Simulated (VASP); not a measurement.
# MgO (Periclase) (Fm-3m) in VASP: further runs

The runs below take MgO (Periclase) through single point, with PBEsol.

Program: VASP 6.6.1. These are calculated values, not measurements. Logs are shortened: lines on timing, memory, paths and dates and some standing lists are left out, and cuts for length are marked.

### Step 1. The cell of the first run

The structure is cubic, space group Fm-3m (No. 225). The conventional cell has a = 4.157 Å, b = 4.157 Å, c = 4.157 Å, α = 90.00°, β = 90.00°, γ = 90.00°. Mg (site symmetry m-3m) has 6 O at 2.08 Å within 2.8 Å. O (site symmetry m-3m) has 6 Mg at 2.08 Å within 2.8 Å.

### Step 2. Single point, PBEsol (volume scaled by 0.960)

INCAR

```
PREC     = Accurate       # precision mode
ENCUT    = 520            # plane-wave cutoff, eV
EDIFF    = 1E-7           # SCF threshold, eV
ISMEAR   = 0              # smearing method
SIGMA    = 0.05           # smearing width, eV
LREAL    = F              # projectors in reciprocal space
LASPH    = T              # aspherical terms in the spheres
NELM     = 100            # most SCF steps
ALGO     = Normal         # electronic algorithm
ISIF     = 2              # what is computed and relaxed
LWAVE    = F              # write WAVECAR
LCHARG   = F              # write CHGCAR
GGA      = PS             # functional
NBANDS   = 11             # bands
```

KPOINTS

```
regular mesh
0
Gamma
  10 10 10
```

POSCAR

```
MgO
1.0
    0.0000000000      2.0785798580      2.0785798580
    2.0785798580      0.0000000000      2.0785798580
    2.0785798580      2.0785798580      0.0000000000
Mg O
1 1
Direct
    0.0000000000      0.0000000000      0.0000000000
    0.5000000000      0.5000000000      0.5000000000
```

Potentials or basis: VASP PAW PBE potentials, release 64 (Mg, O).

The run is started by

```
$ cat potpaw_PBE.64/Mg/POTCAR potpaw_PBE.64/O/POTCAR > POTCAR
$ mpirun -np 1 vasp_std > vasp.out
```

OUTCAR:

```text
PREC = Accurate
   ENCUT = 520
   EDIFF = 1E-7
   ISMEAR = 0
   LREAL = F
   LASPH = T
   NELM = 100
   ISIF = 2
   GGA = PS

 ion  position               nearest neighbor table
   1  0.000  0.000  0.000-   2 2.08   2 2.08   2 2.08   2 2.08   2 2.08   2 2.08
   2  0.500  0.500  0.500-   1 2.08   1 2.08   1 2.08   1 2.08   1 2.08   1 2.08

  LATTYP: Found a face centered cubic cell.
 ALAT       =     4.1571597160

  Lattice vectors:

 A1 = (   0.0000000000,   2.0785798580,   2.0785798580)
 A2 = (   2.0785798580,   0.0000000000,   2.0785798580)
 A3 = (   2.0785798580,   2.0785798580,   0.0000000000)

Analysis of symmetry for initial positions (statically):
=====================================================================
 Subroutine PRICEL returns:
 Original cell was already a primitive cell.

 Routine SETGRP: Setting up the symmetry group for a
 face centered cubic supercell.

 Subroutine GETGRP returns: Found 48 space group operations
 (whereof 48 operations were pure point group operations)
 out of a pool of 48 trial point group operations.

The static configuration has the point symmetry O_h .

Analysis of symmetry for dynamics (positions and initial velocities):
=====================================================================
 Subroutine PRICEL returns:
 Original cell was already a primitive cell.

 Routine SETGRP: Setting up the symmetry group for a
 face centered cubic supercell.

 Subroutine GETGRP returns: Found 48 space group operations
 (whereof 48 operations were pure point group operations)
 out of a pool of 48 trial point group operations.

The dynamic configuration has the point symmetry O_h .

 Subroutine INISYM returns: Found 48 space group operations
 (whereof 48 operations are pure point group operations),
 and found     1 'primitive' translations

----------------------------------------------------------------------------------------

                                     Primitive cell

  volume of cell :      17.9610

  direct lattice vectors                    reciprocal lattice vectors
     0.000000000  2.078579858  2.078579858    -0.240548853  0.240548853  0.240548853
     2.078579858  0.000000000  2.078579858     0.240548853 -0.240548853  0.240548853
     2.078579858  2.078579858  0.000000000     0.240548853  0.240548853 -0.240548853

  length of vectors
     2.939555826  2.939555826  2.939555826     0.416642835  0.416642835  0.416642835

  position of ions in fractional coordinates (direct lattice)
     0.000000000  0.000000000  0.000000000
     0.500000000  0.500000000  0.500000000

  ion indices of the primitive-cell ions
   primitive index   ion index
                 1           1
                 2           2

----------------------------------------------------------------------------------------

 KPOINTS: regular mesh

Automatic generation of k-mesh.
 Grid dimensions read from file:
 generate k-points for:   10   10   10

 Generating k-lattice:

  Cartesian coordinates                     Fractional coordinates (reciprocal lattice)
    -0.024054885  0.024054885  0.024054885     0.100000000  0.000000000  0.000000000
     0.024054885 -0.024054885  0.024054885     0.000000000  0.100000000  0.000000000
     0.024054885  0.024054885 -0.024054885     0.000000000  0.000000000  0.100000000

  Length of vectors
     0.041664283  0.041664283  0.041664283

  Shift w.r.t. Gamma in fractional coordinates (k-lattice)
     0.000000000  0.000000000  0.000000000

 Subroutine IBZKPT returns following result:
 ===========================================

 Found     47 irreducible k-points:

 Following reciprocal coordinates:
            Coordinates               Weight
  0.000000  0.000000  0.000000      1.000000
  0.100000  0.000000  0.000000      8.000000
  0.200000  0.000000  0.000000      8.000000
  0.300000  0.000000  0.000000      8.000000
  0.400000  0.000000  0.000000      8.000000
  0.500000  0.000000  0.000000      4.000000
[... 16 lines left out ...]
  0.300000  0.300000  0.000000      6.000000
  0.400000  0.300000  0.000000     24.000000
 [... further k-points ...]
   k-points           NKPTS =     47   k-points in BZ     NKDIM =     47   number of bands    NBANDS=     11
   number of dos      NEDOS =    301   number of ions     NIONS =      2
   total plane-waves  NPLWV =  13824
   dimension x,y,z NGX =    24 NGY =   24 NGZ =   24
   dimension x,y,z NGXF=    48 NGYF=   48 NGZF=   48
   ions per type =               1   1
   NGX,Y,Z   is equivalent  to a cutoff of  13.57, 13.57, 13.57 a.u.
   NGXF,Y,Z  is equivalent  to a cutoff of  27.15, 27.15, 27.15 a.u.
 SYSTEM =  unknown system
   PREC   = accura    normal or accurate (medium, high low for compatibility)
   ISTART =      0    job   : 0-new  1-cont  2-samecut
   ICHARG =      2    charge: 1-file 2-atom 10-const
   ISPIN  =      1    spin polarized calculation?
   LNONCOLLINEAR =      F non collinear calculations
   LSORBIT =      F    spin-orbit coupling
   LASPH  =      T    aspherical Exc in radial PAW
   ENCUT  =  520.0 eV  38.22 Ry    6.18 a.u.   5.47  5.47  5.47*2*pi/ulx,y,z
   NELM   =    100;   NELMIN=  2; NELMDL= -5     # of ELM steps
   EDIFF  = 0.1E-06   stopping-criterion for ELM
   LREAL  =      F    real-space projection
   EDIFFG = 0.1E-05   stopping-criterion for IOM
   NSW    =      0    number of steps for IOM
   IBRION =     -1    ionic relax: 0-MD 1-quasi-New 2-CG
   NFREE  =      0    steps in history (QN), initial steepest desc. (CG)
   ISIF   =      2    stress and relaxation
   ISYM   =      2    0-nonsym 1-usesym 2-fastsym
   POTIM  = 0.5000    time-step for ionic-motion
   TEBEG  =    0.0;   TEEND  =   0.0 temperature during run
   PSTRESS=    0.0 pullay stress
   NELECT =       8.0000    total number of electrons
   NUPDOWN=      -1.0000    fix difference up-down
   EMIN   =  10.00;   EMAX   =-10.00  energy-range for DOS
   EFERMI =   0.00;   METHOD = LEGACY
   ISMEAR =     0;   SIGMA  =   0.05  broadening in eV -4-tet -1-fermi 0-gaus
   EFERMI_NEDOS =   21; number of points for ismear=-14 and -15
   IALGO  =     38    algorithm
   IMIX   =      4    mixing-type and parameters
     AMIX     =   0.40;   BMIX     =  1.00
     AMIX_MAG =   1.60;   BMIX_MAG =  1.00
  volume/ion in A,a.u.               =       8.98        60.60
  Fermi-wavevector in a.u.,A,eV,Ry     =   1.250244  2.362619 21.267404  1.563110
  Thomas-Fermi vector in A             =   2.384247
   LORBIT       =      0    0 simple, 1 ext, 2 COOP (PROOUT), +10 PAW based schemes
   GGA     = PS    functional components
   LHFCALC =     F    Hartree Fock is set to
   AEXX    =    0.0000 exact exchange contribution
   IVDW    =     0    specifies the selected vdW correction
   LEPSILON=     F    determine dielectric tensor
   LRPA    =     F    only Hartree local field effects (RPA)
 non-spin polarized calculation
 Gauss-broadening in eV      SIGMA  =   0.05
  energy-cutoff  :      520.00
  volume of cell :       17.96
 maximum number of plane-waves:       531
 NGX is ok and might be reduce to    24
   NGX = 11   NGY = 11   NGZ = 11

 number of electron       8.0000000 magnetization

 Free energy of the ion-electron system (eV)
  ---------------------------------------------------
  ext. energy  EPLUGINS =         0.00000000
  ---------------------------------------------------
  free energy    TOTEN  =       -12.49784782 eV

  energy without entropy =      -12.49784782  energy(sigma->0) =      -12.49784782

 E-fermi :   3.5731     XC(G=0): -11.5023

 val. band max:        3.3691770506   @ k =   0.0000   0.0000   0.0000
 cond. band min:       8.3931995528   @ k =   0.0000   0.0000   0.0000
 fundamental gap:      5.0240225023
 Fermi energy:         3.5731191910

 k-point     1 :       0.0000    0.0000    0.0000
  band No.  band energies     occupation
      1     -14.0462      2.00000
      2       3.3692      2.00000
      3       3.3692      2.00000
      4       3.3692      2.00000
      5       8.3932      0.00000
      6      19.2185      0.00000
      7      19.2185      0.00000
      8      19.2185      0.00000
      9      23.1661      0.00000
     10      25.0968      0.00000
     11      25.0968      0.00000

 k-point     2 :       0.1000    0.0000    0.0000
  band No.  band energies     occupation
      1     -13.9306      2.00000
      2       2.6981      2.00000
      3       3.2955      2.00000
      4       3.2955      2.00000
      5       9.0227      0.00000
      6      17.9458      0.00000
      7      19.4752      0.00000
      8      19.4752      0.00000
      9      24.4272      0.00000
     10      24.4272      0.00000
     11      24.9187      0.00000

 k-point     3 :       0.2000    0.0000    0.0000
  band No.  band energies     occupation
      1     -13.6125      2.00000
      2       1.3199      2.00000
      3       3.1093      2.00000
      4       3.1093      2.00000
      5      10.2091      0.00000
      6      16.4521      0.00000
      7      20.0166      0.00000
      8      20.0166      0.00000
      9      23.7477      0.00000
     10      23.7477      0.00000
     11      26.1203      0.00000

 k-point     4 :       0.3000    0.0000    0.0000
  band No.  band energies     occupation
      1     -13.1802      2.00000
      2      -0.0757      2.00000
      3       2.8909      2.00000
      4       2.8909      2.00000
      5      11.0786      0.00000
      6      15.8720      0.00000
      7      20.2201      0.00000
      8      20.2201      0.00000
      9      24.1725      0.00000
     10      24.1725      0.00000
     11      25.5396      0.00000

 k-point     5 :       0.4000    0.0000    0.0000
  band No.  band energies     occupation
      1     -12.7890      2.00000
      2      -1.1056      2.00000
      3       2.7225      2.00000
      4       2.7225      2.00000
      5      11.3456      0.00000
      6      16.0983      0.00000
      7      20.0520      0.00000
      8      20.0520      0.00000
      9      24.9513      0.00000
     10      25.4473      0.00000
     11      25.4473      0.00000
[... 211 lines left out ...]
 k-point    21 :      -0.3000    0.2000    0.0000
  band No.  band energies     occupation
      1     -12.7045      2.00000
      2      -0.4848      2.00000
      3       1.4463      2.00000
      4       2.6619      2.00000
      5      12.8554      0.00000
      6      15.4410      0.00000
      7      17.9101      0.00000
      8      21.0447      0.00000
      9      23.8388      0.00000
     10      24.7971      0.00000
     11      29.0012      0.00000

 k-point    22 :      -0.2000    0.2000    0.0000
  band No.  band energies     occupation
      1     -13.0524      2.00000
      2       0.1332      2.00000
      3       1.9438      2.00000
      4       2.8842      2.00000
      5      12.1031      0.00000
      6      15.3182      0.00000
      7      18.8094      0.00000
      8      21.5173      0.00000
      9      21.9697      0.00000
     10      25.0447      0.00000
     11      28.7655      0.00000

 k-point    23 :       0.3000    0.3000    0.0000
  band No.  band energies     occupation
      1     -12.9600      2.00000
      2       0.0662      2.00000
      3       2.3771      2.00000
      4       2.3771      2.00000
      5      12.5560      0.00000
      6      13.6794      0.00000
      7      18.1126      0.00000
      8      21.6451      0.00000
      9      21.6451      0.00000
     10      27.8345      0.00000
     11      31.4790      0.00000

 k-point    24 :       0.4000    0.3000    0.0000
  band No.  band energies     occupation
      1     -12.6860      2.00000
      2      -0.3896      2.00000
      3       1.9873      2.00000
      4       2.2213      2.00000
      5      13.1453      0.00000
      6      13.5768      0.00000
      7      17.2701      0.00000
      8      21.9331      0.00000
      9      22.1451      0.00000
     10      28.6162      0.00000
     11      31.0623      0.00000

 [... further k-points ...]
[... 5 lines left out ...]
  --------------------------------------------------------------------------------------
  -------------------------------------------------------------------------------------
  Total        0.7364206      0.7364206      0.7364206      0.0000000     -0.0000000      0.0000000
  in kB       65.6910749     65.6910749     65.6910749      0.0000000     -0.0000000      0.0000000
  external PRESSURE =      65.6910749 kB  Pullay stress =       0.0000000 kB

 VOLUME and BASIS-vectors are now :
 -----------------------------------------------------------------------------
  energy-cutoff  :      520.00
  volume of cell :       17.96
      direct lattice vectors                 reciprocal lattice vectors
     0.000000000  2.078579858  2.078579858    -0.240548853  0.240548853  0.240548853
     2.078579858  0.000000000  2.078579858     0.240548853 -0.240548853  0.240548853
     2.078579858  2.078579858  0.000000000     0.240548853  0.240548853 -0.240548853

 POSITION                                       TOTAL-FORCE (eV/Angst)
 -----------------------------------------------------------------------------------
      0.00000      0.00000      0.00000         0.000000      0.000000      0.000000
      2.07858      2.07858      2.07858         0.000000      0.000000      0.000000
 -----------------------------------------------------------------------------------
    total drift:                               -0.000000     -0.000000      0.000000

  FREE ENERGIE OF THE ION-ELECTRON SYSTEM (eV)
  ---------------------------------------------------
  free  energy   TOTEN  =       -12.4978478199 eV

  energy  without entropy=      -12.4978478199  energy(sigma->0) =      -12.49784782
```

Wall time 16 s (1 thread of AMD EPYC 7R43 (Zen 3), shared host); peak memory 0.11 GiB.

What came out:

```yaml
Free_energy: -12.4978 eV
Pressure: 6.6 GPa
Band_gap_on_the_k_mesh: 5.02 eV, direct
```

Levels at points of the mesh, in eV from the valence-band top:
```csv
k point,band 2,band 3,band 4,band 5,band 6,band 7
"(0.00, 0.00, 0.00)",0.00,0.00,0.00,5.02,15.85,15.85
"(0.50, 0.00, 0.00)",-4.86,-0.71,-0.71,7.99,12.95,16.58
"(0.50, 0.50, 0.00)",-4.31,-1.42,-1.42,8.96,10.31,13.39
```

Caveat: the PAW data sets were made with another functional, which shifts forces and pressure a little.

### Step 3. Single point, PBEsol (volume scaled by 0.920)

INCAR

```
  PREC = Accurate
  ENCUT = 520
  EDIFF = 1E-7
  ISMEAR = 0
  SIGMA = 0.05
  LREAL = F
  LASPH = T
  NELM = 60
  ALGO = Normal
  ISIF = 2
  LWAVE = F
  LCHARG = F
  GGA = PS
  NBANDS = 11
```

KPOINTS

```
Automatic mesh
0
Gamma
  10 10 10
```

POSCAR

```
MgO
1.0
    0.0000000000      2.0493001852      2.0493001852
    2.0493001852      0.0000000000      2.0493001852
    2.0493001852      2.0493001852      0.0000000000
Mg O
1 1
Direct
    0.0000000000      0.0000000000      0.0000000000
    0.5000000000      0.5000000000      0.5000000000
```

Potentials or basis: VASP PAW PBE potentials, release 64 (Mg, O).

The run is started by

```
$ cat potpaw_PBE.64/Mg/POTCAR potpaw_PBE.64/O/POTCAR > POTCAR
$ mpirun -np 1 vasp_std > vasp.out
```

It took 16 s on 1 thread of AMD EPYC 7R43 (Zen 3), shared host; peak memory 0.11 GiB.

The run converged. Its results:

```yaml
Free_energy: -12.4465 eV
Pressure: 15.3 GPa
Band_gap_on_the_k_mesh: 5.47 eV, direct
```

Levels at points of the mesh, in eV from the valence-band top:
```tsv
k point	band 1	band 2	band 3	band 4	band 5	band 6	band 7	band 8
(0.00, 0.00, 0.00)	-17.65	0.00	0.00	0.00	5.47	16.08	16.08	16.08
(0.50, 0.00, 0.00)	-16.11	-5.06	-0.76	-0.76	8.27	13.44	17.03	17.03
(0.50, 0.50, 0.00)	-15.82	-4.50	-1.49	-1.49	9.00	10.79	13.86	20.12
```

Caveat: the PAW data sets were made with another functional, which shifts forces and pressure a little.
